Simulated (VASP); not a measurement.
# CsPbBr3 (Pm-3m) in VASP: notebook

Runs on CsPbBr3. Level: PBE. Tasks: single point.

Everything below comes from runs of VASP 6.6.1. Logs are shortened: lines on timing, memory, paths and dates and some standing lists are left out, and cuts for length are marked.

### Step 1. The cell of the first run

The structure is cubic, space group Pm-3m (No. 221). The conventional cell has a = 6.003 Å, b = 6.003 Å, c = 6.003 Å, α = 90.00°, β = 90.00°, γ = 90.00°. Cs (site symmetry m-3m) has 12 Br at 4.24 Å and 8 Pb at 5.20 Å within 5.6 Å. Pb (site symmetry m-3m) has 6 Br at 3.00 Å within 4.0 Å. Within 4.0 Å of Br (site symmetry 4/mmm) lie 2 Pb at 3.00 Å.

### Step 2. Single point, PBE

INCAR

```
PREC = Accurate ; ENCUT = 520
EDIFF = 1E-6 ; ISMEAR = 0
SIGMA = 0.02 ; LREAL = False
LASPH = True ; NELM = 80
ALGO = Normal ; ISIF = 2
LWAVE = False ; LCHARG = False
GGA = PE ; NBANDS = 30
```

KPOINTS

```
Automatic mesh
0
Gamma
  6 6 6
```

POSCAR

```
CsPbBr3
1.0
    6.0027196135      0.0000000000      0.0000000000
    0.0000000000      6.0027196135      0.0000000000
    0.0000000000      0.0000000000      6.0027196135
Cs Pb Br
1 1 3
Direct
    0.0000000000      0.0000000000      0.0000000000
    0.5000000000      0.5000000000      0.5000000000
    0.0000000000      0.5000000000      0.5000000000
    0.5000000000      0.0000000000      0.5000000000
    0.5000000000      0.5000000000      0.0000000000
```

Potentials or basis: VASP PAW PBE potentials, release 64 (Cs_sv, Pb_d, Br).

Run with:

```
cat potpaw_PBE.64/Cs_sv/POTCAR potpaw_PBE.64/Pb_d/POTCAR potpaw_PBE.64/Br/POTCAR > POTCAR
mpirun -np 1 vasp_std > vasp.out
```

OUTCAR:

```text
PREC = Accurate
   ENCUT = 520
   EDIFF = 1E-6
   ISMEAR = 0
   LREAL = False
   LASPH = True
   NELM = 80
   ISIF = 2
   GGA = PE

 ion  position               nearest neighbor table
   1  0.000  0.000  0.000-
   2  0.500  0.500  0.500-   3 3.00   4 3.00   5 3.00   5 3.00   4 3.00   3 3.00
   3  0.000  0.500  0.500-   2 3.00   2 3.00
   4  0.500  0.000  0.500-   2 3.00   2 3.00
   5  0.500  0.500  0.000-   2 3.00   2 3.00

  LATTYP: Found a simple cubic cell.
 ALAT       =     6.0027196135

  Lattice vectors:

 A1 = (   6.0027196135,   0.0000000000,   0.0000000000)
 A2 = (   0.0000000000,   6.0027196135,   0.0000000000)
 A3 = (   0.0000000000,   0.0000000000,   6.0027196135)

Analysis of symmetry for initial positions (statically):
=====================================================================
 Subroutine PRICEL returns:
 Original cell was already a primitive cell.

 Routine SETGRP: Setting up the symmetry group for a
 simple cubic supercell.

 Subroutine GETGRP returns: Found 48 space group operations
 (whereof 48 operations were pure point group operations)
 out of a pool of 48 trial point group operations.

The static configuration has the point symmetry O_h .

Analysis of symmetry for dynamics (positions and initial velocities):
=====================================================================
 Subroutine PRICEL returns:
 Original cell was already a primitive cell.

 Routine SETGRP: Setting up the symmetry group for a
 simple cubic supercell.

 Subroutine GETGRP returns: Found 48 space group operations
 (whereof 48 operations were pure point group operations)
 out of a pool of 48 trial point group operations.

The dynamic configuration has the point symmetry O_h .

 Subroutine INISYM returns: Found 48 space group operations
 (whereof 48 operations are pure point group operations),
 and found     1 'primitive' translations

----------------------------------------------------------------------------------------

                                     Primitive cell

  volume of cell :     216.2939

  direct lattice vectors                    reciprocal lattice vectors
     6.002719614  0.000000000  0.000000000     0.166591156  0.000000000  0.000000000
     0.000000000  6.002719614  0.000000000     0.000000000  0.166591156  0.000000000
     0.000000000  0.000000000  6.002719614     0.000000000  0.000000000  0.166591156

  length of vectors
     6.002719614  6.002719614  6.002719614     0.166591156  0.166591156  0.166591156

  position of ions in fractional coordinates (direct lattice)
     0.000000000  0.000000000  0.000000000
     0.500000000  0.500000000  0.500000000
     0.000000000  0.500000000  0.500000000
     0.500000000  0.000000000  0.500000000
     0.500000000  0.500000000  0.000000000

  ion indices of the primitive-cell ions
   primitive index   ion index
                 1           1
                 2           2
                 3           3
                 4           4
                 5           5

----------------------------------------------------------------------------------------

 KPOINTS: Automatic mesh

Automatic generation of k-mesh.
 Grid dimensions read from file:
 generate k-points for:    6    6    6

 Generating k-lattice:

  Cartesian coordinates                     Fractional coordinates (reciprocal lattice)
     0.027765193  0.000000000  0.000000000     0.166666667  0.000000000  0.000000000
     0.000000000  0.027765193  0.000000000     0.000000000  0.166666667  0.000000000
     0.000000000  0.000000000  0.027765193     0.000000000  0.000000000  0.166666667

  Length of vectors
     0.027765193  0.027765193  0.027765193

  Shift w.r.t. Gamma in fractional coordinates (k-lattice)
     0.000000000  0.000000000  0.000000000

 Subroutine IBZKPT returns following result:
 ===========================================

 Found     20 irreducible k-points:

 Following reciprocal coordinates:
            Coordinates               Weight
  0.000000  0.000000  0.000000      1.000000
  0.166667  0.000000  0.000000      6.000000
  0.333333  0.000000  0.000000      6.000000
  0.500000  0.000000  0.000000      3.000000
  0.166667  0.166667  0.000000     12.000000
  0.333333  0.166667  0.000000     24.000000
[... 12 lines left out ...]
  0.500000  0.500000  0.333333      6.000000
  0.500000  0.500000  0.500000      1.000000
   k-points           NKPTS =     20   k-points in BZ     NKDIM =     20   number of bands    NBANDS=     30
   number of dos      NEDOS =    301   number of ions     NIONS =      5
   total plane-waves  NPLWV = 110592
   dimension x,y,z NGX =    48 NGY =   48 NGZ =   48
   dimension x,y,z NGXF=    96 NGYF=   96 NGZF=   96
   ions per type =               1   1   3
   NGX,Y,Z   is equivalent  to a cutoff of  13.29, 13.29, 13.29 a.u.
   NGXF,Y,Z  is equivalent  to a cutoff of  26.59, 26.59, 26.59 a.u.
 SYSTEM =  unknown system
   PREC   = accura    normal or accurate (medium, high low for compatibility)
   ISTART =      0    job   : 0-new  1-cont  2-samecut
   ICHARG =      2    charge: 1-file 2-atom 10-const
   ISPIN  =      1    spin polarized calculation?
   LNONCOLLINEAR =      F non collinear calculations
   LSORBIT =      F    spin-orbit coupling
   LASPH  =      T    aspherical Exc in radial PAW
   ENCUT  =  520.0 eV  38.22 Ry    6.18 a.u.  11.16 11.16 11.16*2*pi/ulx,y,z
   NELM   =     80;   NELMIN=  2; NELMDL= -5     # of ELM steps
   EDIFF  = 0.1E-05   stopping-criterion for ELM
   LREAL  =      F    real-space projection
   EDIFFG = 0.1E-04   stopping-criterion for IOM
   NSW    =      0    number of steps for IOM
   IBRION =     -1    ionic relax: 0-MD 1-quasi-New 2-CG
   NFREE  =      0    steps in history (QN), initial steepest desc. (CG)
   ISIF   =      2    stress and relaxation
   ISYM   =      2    0-nonsym 1-usesym 2-fastsym
   POTIM  = 0.5000    time-step for ionic-motion
   TEBEG  =    0.0;   TEEND  =   0.0 temperature during run
   PSTRESS=    0.0 pullay stress
   NELECT =      44.0000    total number of electrons
   NUPDOWN=      -1.0000    fix difference up-down
   EMIN   =  10.00;   EMAX   =-10.00  energy-range for DOS
   EFERMI =   0.00;   METHOD = LEGACY
   ISMEAR =     0;   SIGMA  =   0.02  broadening in eV -4-tet -1-fermi 0-gaus
   EFERMI_NEDOS =   21; number of points for ismear=-14 and -15
   IALGO  =     38    algorithm
   IMIX   =      4    mixing-type and parameters
     AMIX     =   0.40;   BMIX     =  1.00
     AMIX_MAG =   1.60;   BMIX_MAG =  1.00
  volume/ion in A,a.u.               =      43.26       291.92
  Fermi-wavevector in a.u.,A,eV,Ry     =   0.962818  1.819463 12.612860  0.927019
  Thomas-Fermi vector in A             =   2.092310
   LORBIT       =      0    0 simple, 1 ext, 2 COOP (PROOUT), +10 PAW based schemes
   GGA     = PE    functional components
   LHFCALC =     F    Hartree Fock is set to
   AEXX    =    0.0000 exact exchange contribution
   IVDW    =     0    specifies the selected vdW correction
   LEPSILON=     F    determine dielectric tensor
   LRPA    =     F    only Hartree local field effects (RPA)
 non-spin polarized calculation
 Gauss-broadening in eV      SIGMA  =   0.02
  energy-cutoff  :      520.00
  volume of cell :      216.29
 maximum number of plane-waves:      5868
 NGX is ok and might be reduce to    48
   NGX = 23   NGY = 23   NGZ = 23

 number of electron      43.9999993 magnetization

 Free energy of the ion-electron system (eV)
  ---------------------------------------------------
  ext. energy  EPLUGINS =         0.00000000
  ---------------------------------------------------
  free energy    TOTEN  =       -15.89684433 eV

  energy without entropy =      -15.89684433  energy(sigma->0) =      -15.89684433

 E-fermi :   0.7451     XC(G=0):  -7.3633

 val. band max:        0.5669806274   @ k =   0.5000   0.5000   0.5000
 cond. band min:       2.3533536288   @ k =   0.5000   0.5000   0.5000
 fundamental gap:      1.7863730014
 Fermi energy:         0.7450659696

 k-point     1 :       0.0000    0.0000    0.0000
  band No.  band energies     occupation
      1     -20.6446      2.00000
      2     -16.0640      2.00000
      3     -16.0640      2.00000
      4     -15.9566      2.00000
      5     -15.9566      2.00000
      6     -15.9566      2.00000
[... 22 lines left out ...]
     29       6.4147      0.00000
     30       6.4147      0.00000

 k-point     2 :       0.1667    0.0000    0.0000
  band No.  band energies     occupation
      1     -20.6444      2.00000
      2     -16.0640      2.00000
      3     -16.0534      2.00000
      4     -15.9567      2.00000
      5     -15.9567      2.00000
      6     -15.9566      2.00000
[... 22 lines left out ...]
     29       5.8856      0.00000
     30       6.4518      0.00000

 k-point     3 :       0.3333    0.0000    0.0000
  band No.  band energies     occupation
      1     -20.6441      2.00000
      2     -16.0639      2.00000
      3     -16.0320      2.00000
      4     -15.9571      2.00000
      5     -15.9571      2.00000
      6     -15.9565      2.00000
[... 22 lines left out ...]
     29       6.1147      0.00000
     30       6.8058      0.00000

 k-point     4 :       0.5000    0.0000    0.0000
  band No.  band energies     occupation
      1     -20.6439      2.00000
      2     -16.0640      2.00000
      3     -16.0211      2.00000
      4     -15.9572      2.00000
      5     -15.9572      2.00000
      6     -15.9565      2.00000
[... 22 lines left out ...]
     29       6.3004      0.00000
     30       7.2165      0.00000

 k-point     5 :       0.1667    0.1667    0.0000
  band No.  band energies     occupation
      1     -20.6443      2.00000
      2     -16.0587      2.00000
      3     -16.0480      2.00000
      4     -15.9569      2.00000
      5     -15.9567      2.00000
      6     -15.9567      2.00000
[... 22 lines left out ...]
     29       6.0509      0.00000
     30       6.3741      0.00000
[... 394 lines left out ...]
     29       6.4900      0.00000
     30       6.9270      0.00000

 k-point    18 :       0.5000    0.3333    0.3333
  band No.  band energies     occupation
      1     -20.6431      2.00000
      2     -16.0144      2.00000
      3     -16.0028      2.00000
      4     -15.9577      2.00000
      5     -15.9577      2.00000
      6     -15.9576      2.00000
[... 22 lines left out ...]
     29       6.3017      0.00000
     30       6.8171      0.00000

 k-point    19 :       0.5000    0.5000    0.3333
  band No.  band energies     occupation
      1     -20.6429      2.00000
      2     -16.0087      2.00000
      3     -15.9969      2.00000
      4     -15.9579      2.00000
      5     -15.9577      2.00000
      6     -15.9577      2.00000
[... 22 lines left out ...]
     29       6.1531      0.00000
     30       6.9562      0.00000

 k-point    20 :       0.5000    0.5000    0.5000
  band No.  band energies     occupation
      1     -20.6428      2.00000
      2     -15.9969      2.00000
      3     -15.9969      2.00000
      4     -15.9579      2.00000
      5     -15.9579      2.00000
      6     -15.9579      2.00000
[... 22 lines left out ...]
     29       6.0442      0.00000
     30       7.1823      0.00000

------------------------ aborting loop because EDIFF is reached ----------------------------------------

  FORCE on cell =-STRESS in cart. coord.  units (eV):
  Direction    XX          YY          ZZ          XY          YZ          ZX
  --------------------------------------------------------------------------------------
  -------------------------------------------------------------------------------------
  Total       -0.0144645     -0.0144645     -0.0144645     -0.0000000      0.0000000     -0.0000000
  in kB       -0.1071444     -0.1071444     -0.1071444     -0.0000000      0.0000000     -0.0000000
  external PRESSURE =      -0.1071444 kB  Pullay stress =       0.0000000 kB

 VOLUME and BASIS-vectors are now :
 -----------------------------------------------------------------------------
  energy-cutoff  :      520.00
  volume of cell :      216.29
      direct lattice vectors                 reciprocal lattice vectors
     6.002719614  0.000000000  0.000000000     0.166591156  0.000000000  0.000000000
     0.000000000  6.002719614  0.000000000     0.000000000  0.166591156  0.000000000
     0.000000000  0.000000000  6.002719614     0.000000000  0.000000000  0.166591156

 POSITION                                       TOTAL-FORCE (eV/Angst)
 -----------------------------------------------------------------------------------
      0.00000      0.00000      0.00000         0.000000      0.000000      0.000000
      3.00136      3.00136      3.00136         0.000000      0.000000      0.000000
      0.00000      3.00136      3.00136         0.000000      0.000000      0.000000
      3.00136      0.00000      3.00136         0.000000      0.000000      0.000000
      3.00136      3.00136      0.00000         0.000000      0.000000      0.000000
 -----------------------------------------------------------------------------------
    total drift:                                0.000000     -0.000000     -0.000000

  FREE ENERGIE OF THE ION-ELECTRON SYSTEM (eV)
  ---------------------------------------------------
  free  energy   TOTEN  =       -15.8968443290 eV

  energy  without entropy=      -15.8968443290  energy(sigma->0) =      -15.89684433
```

Run time: 3.1 min. Hardware: 1 thread of Intel Xeon 8259CL, shared host; peak memory 0.39 GiB.

What came out:

```
Free energy            : -15.8968 eV
Pressure               : 0.0 GPa
Band gap on the k mesh : 1.79 eV, direct
```

Caveat: spin-orbit coupling is left out, which moves the levels of the heavy elements.

### Step 3. Single point, PBE (volume scaled by 1.03)

INCAR

```
SYSTEM = CsPbBr3
PREC = Accurate
ENCUT = 520
EDIFF = 1E-6
ISMEAR = 0
SIGMA = 0.02
LREAL = .False.
LASPH = .True.
NELM = 100
ALGO = Normal
ISIF = 2
LWAVE = .False.
LCHARG = .False.
GGA = PE
NBANDS = 30
```

KPOINTS

```
Automatic mesh
0
Gamma
  6 6 6
  0 0 0
```

Edit POSCAR of step 2 so:

```diff
@@ -2,5 +2,5 @@
 1.0
-    6.0027196135      0.0000000000      0.0000000000
-    0.0000000000      6.0027196135      0.0000000000
-    0.0000000000      0.0000000000      6.0027196135
+    6.0621563464      0.0000000000      0.0000000000
+    0.0000000000      6.0621563464      0.0000000000
+    0.0000000000      0.0000000000      6.0621563464
 Cs Pb Br
```

Potentials or basis: VASP PAW PBE potentials, release 64 (Cs_sv, Pb_d, Br).

Run with:

```
cat potpaw_PBE.64/Cs_sv/POTCAR potpaw_PBE.64/Pb_d/POTCAR potpaw_PBE.64/Br/POTCAR > POTCAR
mpirun -np 1 vasp_std > vasp.out
```

Run time: 2.7 min. Hardware: 1 thread of Intel Xeon 8259CL, shared host; peak memory 0.4 GiB.

It converged, with:

```yaml
Free_energy: -15.8866 eV
Pressure: -0.5 GPa
Band_gap_on_the_k_mesh: 1.88 eV, direct
```

Levels at points of the mesh, in eV from the valence-band top:
```csv
k point,band 19,band 20,band 21,band 22,band 23,band 24,band 25,band 26
"(0.00, 0.00, 0.00)",-1.54,-1.47,-1.47,-1.47,3.42,4.67,4.67,5.39
"(0.50, 0.00, 0.00)",-1.64,-1.54,-1.54,-1.12,2.74,4.78,5.28,5.28
"(0.50, 0.50, 0.00)",-1.73,-1.73,-1.15,-0.55,2.34,2.34,4.92,5.55
"(0.50, 0.50, 0.50)",-1.14,-1.14,-1.14,0.00,1.88,1.88,1.88,4.91
```

Caveat: spin-orbit coupling is left out, which moves the levels of the heavy elements.
